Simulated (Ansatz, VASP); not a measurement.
# Two plane-wave programs on W

```
CELL_PARAMETERS angstrom
-1.40291 1.60332 1.60332
1.60332 -1.40291 1.60332
1.60332 1.60332 -1.40291
ATOMIC_POSITIONS crystal
W 0.00000 0.00000 0.00000
```

Alike in both runs: task single point; functional r2SCAN; k mesh 24 × 24 × 24; occupations gaussian, width 0.15 eV; no spin polarisation.

```csv
,VASP,Ansatz
version,VASP 6.6.1,Ansatz 0.2.0
potentials or method,"VASP PAW PBE potentials, release 64 (W_sv), cutoff 520 eV","scalar-relativistic, plane waves, PAW"
valence electrons in the cell,14,14
```

Ansatz gave:

```
gap on the k mesh at the Fermi level (eV)                     : none
pressure (GPa)                                                : -1.2
traceless stress, the component that is largest in VASP (GPa) : -12.86
```

Task: What did VASP give for the same quantities?

Result: gap on the k mesh at the Fermi level (eV): none; pressure (GPa): 0.1; traceless stress, the component that is largest in VASP (GPa): -12.96.

VASP's potentials were made for PBE, not for r2SCAN. A gap of «none» marks a metal or a gap that the smearing closes.

Spin-orbit coupling is off throughout.
